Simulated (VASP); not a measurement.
# Ti (P-3m1) in VASP: single point with PBE

Aim: the single point of Ti with PBE.

Program: VASP 6.6.1. These are calculated values, not measurements. Logs are shortened: lines on timing, memory, paths and dates and some standing lists are left out, and cuts for length are marked.

### 1 The cell of the first run

It takes space group P-3m1 (No. 164, trigonal). Conventional cell: a = 2.938 Å, b = 2.938 Å, c = 4.651 Å, α = 90.00°, β = 90.00°, γ = 120.00°. Within 3.5 Å of Ti (site symmetry 3m) lie 12 Ti at 2.69 to 3.08 Å.

### 2 Single point, PBE (atoms displaced along a vibrational mode)

Input file INCAR:

```
SYSTEM = Ti
PREC     = Accurate       ! precision mode
ENCUT    = 520            ! plane-wave cutoff, eV
EDIFF    = 1E-7           ! SCF threshold, eV
ISMEAR   = 0              ! smearing method
SIGMA    = 0.15           ! smearing width, eV
LREAL    = .False.        ! projectors in reciprocal space
LASPH    = .True.         ! aspherical terms in the spheres
NELM     = 80             ! most SCF steps
ALGO     = Fast           ! electronic algorithm
ISIF     = 2              ! what is computed and relaxed
LWAVE    = .False.        ! write WAVECAR
LCHARG   = .False.        ! write CHGCAR
GGA      = PE             ! functional
NBANDS   = 19             ! bands
```

Input file KPOINTS:

```
Automatic mesh
0
Gamma
  24 24 14
  0 0 0
```

Input file POSCAR:

```
Ti
1.0
    2.9384580613      0.0000000000      0.0000000000
   -1.4692290306      2.5447793290      0.0000000000
    0.0000000000      0.0000000000      4.6506340146
Ti
2
Direct
    0.3333333333      0.6666666667      0.2758029335
    0.6666666667      0.3333333333      0.7241970665
```

Potentials or basis: VASP PAW PBE potentials, release 64 (Ti_sv).

Started as:

```
> cat potpaw_PBE.64/Ti_sv/POTCAR > POTCAR
> mpirun -np 1 vasp_std > vasp.out
```

OUTCAR:

```text
SYSTEM = Ti
   PREC = Accurate
   ENCUT = 520
   EDIFF = 1E-7
   ISMEAR = 0
   LREAL = .False.
   LASPH = .True.
   NELM = 80
   ISIF = 2
   GGA = PE

 ion  position               nearest neighbor table
   1  0.333  0.667  0.276-   2 2.69   2 2.69   2 2.69
   2  0.667  0.333  0.724-   1 2.69   1 2.69   1 2.69

  LATTYP: Found a hexagonal cell.
 ALAT       =     2.9384580613
 C/A-ratio  =     1.5826783699

  Lattice vectors:

 A1 = (   2.9384580613,   0.0000000000,   0.0000000000)
 A2 = (  -1.4692290306,   2.5447793290,   0.0000000000)
 A3 = (   0.0000000000,   0.0000000000,   4.6506340146)

Analysis of symmetry for initial positions (statically):
=====================================================================
 Subroutine PRICEL returns:
 Original cell was already a primitive cell.

 Routine SETGRP: Setting up the symmetry group for a
 hexagonal supercell.

 Subroutine GETGRP returns: Found 12 space group operations
 (whereof 12 operations were pure point group operations)
 out of a pool of 24 trial point group operations.

The static configuration has the point symmetry D_3d.

Analysis of symmetry for dynamics (positions and initial velocities):
=====================================================================
 Subroutine PRICEL returns:
 Original cell was already a primitive cell.

 Routine SETGRP: Setting up the symmetry group for a
 hexagonal supercell.

 Subroutine GETGRP returns: Found 12 space group operations
 (whereof 12 operations were pure point group operations)
 out of a pool of 24 trial point group operations.

The dynamic configuration has the point symmetry D_3d.

 Subroutine INISYM returns: Found 12 space group operations
 (whereof 12 operations are pure point group operations),
 and found     1 'primitive' translations

----------------------------------------------------------------------------------------

                                     Primitive cell

  volume of cell :      34.7762

  direct lattice vectors                    reciprocal lattice vectors
     2.938458061  0.000000000  0.000000000     0.340314539  0.196480691  0.000000000
    -1.469229031  2.544779329  0.000000000     0.000000000  0.392961381  0.000000000
     0.000000000  0.000000000  4.650634015     0.000000000  0.000000000  0.215024445

  length of vectors
     2.938458061  2.938458061  4.650634015     0.392961381  0.392961381  0.215024445

  position of ions in fractional coordinates (direct lattice)
     0.333333333  0.666666667  0.275802934
     0.666666667  0.333333333  0.724197066

  ion indices of the primitive-cell ions
   primitive index   ion index
                 1           1
                 2           2

----------------------------------------------------------------------------------------

 KPOINTS: Automatic mesh

Automatic generation of k-mesh.
 Grid dimensions read from file:
 generate k-points for:   24   24   14

 Generating k-lattice:

  Cartesian coordinates                     Fractional coordinates (reciprocal lattice)
     0.014179772  0.008186695  0.000000000     0.041666667 -0.000000000  0.000000000
     0.000000000  0.016373391  0.000000000     0.000000000  0.041666667  0.000000000
     0.000000000  0.000000000  0.015358889     0.000000000  0.000000000  0.071428571

  Length of vectors
     0.016373391  0.016373391  0.015358889

  Shift w.r.t. Gamma in fractional coordinates (k-lattice)
     0.000000000  0.000000000  0.000000000

 Subroutine IBZKPT returns following result:
 ===========================================

 Found    776 irreducible k-points:

 Following reciprocal coordinates:
            Coordinates               Weight
  0.000000  0.000000  0.000000      1.000000
  0.041667  0.000000  0.000000      6.000000
  0.083333  0.000000  0.000000      6.000000
  0.125000  0.000000  0.000000      6.000000
  0.166667 -0.000000  0.000000      6.000000
  0.208333  0.000000  0.000000      6.000000
[... 16 lines left out ...]
  0.416667  0.041667  0.000000     12.000000
  0.458333  0.041667  0.000000     12.000000
 [... further k-points ...]
   k-points           NKPTS =    776   k-points in BZ     NKDIM =    776   number of bands    NBANDS=     19
   number of dos      NEDOS =    301   number of ions     NIONS =      2
   total plane-waves  NPLWV =  20736
   dimension x,y,z NGX =    24 NGY =   24 NGZ =   36
   dimension x,y,z NGXF=    48 NGYF=   48 NGZF=   72
   ions per type =               2
   NGX,Y,Z   is equivalent  to a cutoff of  13.58, 13.58, 12.87 a.u.
   NGXF,Y,Z  is equivalent  to a cutoff of  27.16, 27.16, 25.74 a.u.
 SYSTEM =  Ti
   PREC   = accura    normal or accurate (medium, high low for compatibility)
   ISTART =      0    job   : 0-new  1-cont  2-samecut
   ICHARG =      2    charge: 1-file 2-atom 10-const
   ISPIN  =      1    spin polarized calculation?
   LNONCOLLINEAR =      F non collinear calculations
   LSORBIT =      F    spin-orbit coupling
   LASPH  =      T    aspherical Exc in radial PAW
   ENCUT  =  520.0 eV  38.22 Ry    6.18 a.u.   5.46  5.46  8.65*2*pi/ulx,y,z
   NELM   =     80;   NELMIN=  2; NELMDL= -5     # of ELM steps
   EDIFF  = 0.1E-06   stopping-criterion for ELM
   LREAL  =      F    real-space projection
   EDIFFG = 0.1E-05   stopping-criterion for IOM
   NSW    =      0    number of steps for IOM
   IBRION =     -1    ionic relax: 0-MD 1-quasi-New 2-CG
   NFREE  =      0    steps in history (QN), initial steepest desc. (CG)
   ISIF   =      2    stress and relaxation
   ISYM   =      2    0-nonsym 1-usesym 2-fastsym
   POTIM  = 0.5000    time-step for ionic-motion
   TEBEG  =    0.0;   TEEND  =   0.0 temperature during run
   PSTRESS=    0.0 pullay stress
   NELECT =      24.0000    total number of electrons
   NUPDOWN=      -1.0000    fix difference up-down
   EMIN   =  10.00;   EMAX   =-10.00  energy-range for DOS
   EFERMI =   0.00;   METHOD = LEGACY
   ISMEAR =     0;   SIGMA  =   0.15  broadening in eV -4-tet -1-fermi 0-gaus
   EFERMI_NEDOS =   21; number of points for ismear=-14 and -15
   IALGO  =     68    algorithm
   IMIX   =      4    mixing-type and parameters
     AMIX     =   0.40;   BMIX     =  1.00
     AMIX_MAG =   1.60;   BMIX_MAG =  1.00
  volume/ion in A,a.u.               =      17.39       117.34
  Fermi-wavevector in a.u.,A,eV,Ry     =   1.446721  2.733905 28.476998  2.093000
  Thomas-Fermi vector in A             =   2.564757
   LORBIT       =      0    0 simple, 1 ext, 2 COOP (PROOUT), +10 PAW based schemes
   GGA     = PE    functional components
   LHFCALC =     F    Hartree Fock is set to
   AEXX    =    0.0000 exact exchange contribution
   IVDW    =     0    specifies the selected vdW correction
   LEPSILON=     F    determine dielectric tensor
   LRPA    =     F    only Hartree local field effects (RPA)
 non-spin polarized calculation
 RMM-DIIS sequential band-by-band and
 Gauss-broadening in eV      SIGMA  =   0.15
  energy-cutoff  :      520.00
  volume of cell :       34.78
 maximum number of plane-waves:       965
 NGX is ok and might be reduce to    24
   NGX = 11   NGY = 11   NGZ = 17

 number of electron      24.0000000 magnetization

 Free energy of the ion-electron system (eV)
  ---------------------------------------------------
  ext. energy  EPLUGINS =         0.00000000
  ---------------------------------------------------
  free energy    TOTEN  =       -15.56022371 eV

  energy without entropy =      -15.53751616  energy(sigma->0) =      -15.54886993

 E-fermi :   8.3533     XC(G=0): -11.4670

 val. band max:        8.3521790595   @ k =   0.2917   0.2500   0.5000
 cond. band min:       8.3562924216   @ k =   0.3333   0.2083   0.5000
 fundamental gap:      0.0041133621
 Fermi energy:         8.3533404686

 k-point     1 :       0.0000    0.0000    0.0000
  band No.  band energies     occupation
      1     -48.5638      2.00000
      2     -48.3848      2.00000
      3     -25.1844      2.00000
      4     -24.5048      2.00000
      5     -24.5048      2.00000
      6     -24.3994      2.00000
[... 11 lines left out ...]
     18      10.1828      0.00000
     19      11.5761      0.00000

 k-point     2 :       0.0417    0.0000    0.0000
  band No.  band energies     occupation
      1     -48.5619      2.00000
      2     -48.3843      2.00000
      3     -25.1807      2.00000
      4     -24.5157      2.00000
      5     -24.5077      2.00000
      6     -24.3983      2.00000
[... 11 lines left out ...]
     18      10.1729      0.00000
     19      11.5918      0.00000

 k-point     3 :       0.0833    0.0000    0.0000
  band No.  band energies     occupation
      1     -48.5563      2.00000
      2     -48.3828      2.00000
      3     -25.1700      2.00000
      4     -24.5454      2.00000
      5     -24.5160      2.00000
      6     -24.4015      2.00000
[... 11 lines left out ...]
     18      10.1565      0.00000
     19      11.6343      0.00000

 k-point     4 :       0.1250    0.0000    0.0000
  band No.  band energies     occupation
      1     -48.5474      2.00000
      2     -48.3805      2.00000
      3     -25.1527      2.00000
      4     -24.5892      2.00000
      5     -24.5289      2.00000
      6     -24.4362      2.00000
[... 11 lines left out ...]
     18      10.1703      0.00000
     19      11.6929      0.00000

 k-point     5 :       0.1667   -0.0000    0.0000
  band No.  band energies     occupation
      1     -48.5356      2.00000
      2     -48.3777      2.00000
      3     -25.1298      2.00000
      4     -24.6430      2.00000
      5     -24.5454      2.00000
      6     -24.4821      2.00000
[... 11 lines left out ...]
     18      10.2545      0.00000
     19      11.7570      0.00000
[... 334 lines left out ...]
      2     -48.3697      2.00000
      3     -25.0114      2.00000
      4     -24.9094      2.00000
      5     -24.6912      2.00000
      6     -24.6263      2.00000
[... 11 lines left out ...]
     18      11.4563      0.00000
     19      11.9483      0.00000

 k-point    22 :       0.3750    0.0417    0.0000
  band No.  band energies     occupation
      1     -48.4498      2.00000
      2     -48.3708      2.00000
      3     -25.0029      2.00000
      4     -24.9485      2.00000
      5     -24.7031      2.00000
      6     -24.6427      2.00000
[... 11 lines left out ...]
     18      11.7897      0.00000
     19      11.9723      0.00000

 k-point    23 :       0.4167    0.0417    0.0000
  band No.  band energies     occupation
      1     -48.4388      2.00000
      2     -48.3726      2.00000
      3     -25.0083      2.00000
      4     -24.9684      2.00000
      5     -24.7024      2.00000
      6     -24.6550      2.00000
[... 11 lines left out ...]
     18      11.9627      0.00000
     19      12.2157      0.00000

 k-point    24 :       0.4583    0.0417    0.0000
  band No.  band energies     occupation
      1     -48.4325      2.00000
      2     -48.3740      2.00000
      3     -25.0173      2.00000
      4     -24.9741      2.00000
      5     -24.6967      2.00000
      6     -24.6626      2.00000
[... 11 lines left out ...]
     18      11.9953      0.00000
     19      12.6268      0.00000

 [... further k-points ...]

------------------------ aborting loop because EDIFF is reached ----------------------------------------

  FORCE on cell =-STRESS in cart. coord.  units (eV):
  Direction    XX          YY          ZZ          XY          YZ          ZX
  --------------------------------------------------------------------------------------
  -------------------------------------------------------------------------------------
  Total        0.2034365      0.2034365      0.7948883      0.0000000     -0.0000000      0.0000000
  in kB        9.3725501      9.3725501     36.6213985      0.0000000     -0.0000000      0.0000000
  external PRESSURE =      18.4554996 kB  Pullay stress =       0.0000000 kB

 VOLUME and BASIS-vectors are now :
 -----------------------------------------------------------------------------
  energy-cutoff  :      520.00
  volume of cell :       34.78
      direct lattice vectors                 reciprocal lattice vectors
     2.938458061  0.000000000  0.000000000     0.340314539  0.196480691  0.000000000
    -1.469229031  2.544779329  0.000000000     0.000000000  0.392961381  0.000000000
     0.000000000  0.000000000  4.650634015     0.000000000  0.000000000  0.215024445

 POSITION                                       TOTAL-FORCE (eV/Angst)
 -----------------------------------------------------------------------------------
     -0.00000      1.69652      1.28266         0.000000     -0.000000     -1.217136
      1.46923      0.84826      3.36798        -0.000000      0.000000      1.217136
 -----------------------------------------------------------------------------------
    total drift:                                0.000000     -0.000000      0.000000

  FREE ENERGIE OF THE ION-ELECTRON SYSTEM (eV)
  ---------------------------------------------------
  free  energy   TOTEN  =       -15.5602237065 eV

  energy  without entropy=      -15.5375161624  energy(sigma->0) =      -15.54886993
```

Run time: 37 min. Hardware: 1 thread of Intel Xeon 8259CL, shared host; peak memory 0.51 GiB.

What came out:

* Free energy: -15.5602 eV
* Pressure: 1.8 GPa
* Largest force: 1.217 eV/Å
* Band gap on the k mesh: zero (bands 12 and 13 overlap by 1.06 eV)

Forces in eV/Å, atoms in the order of the input:
```
Ti   0.000  0.000 -1.217
Ti   0.000  0.000  1.217
```

Caveat: the cell differs from its parent crystal (atoms displaced along a vibrational mode); forces of over 1 eV/Å act on the atoms, so gaps and moduli don't describe the material at rest.
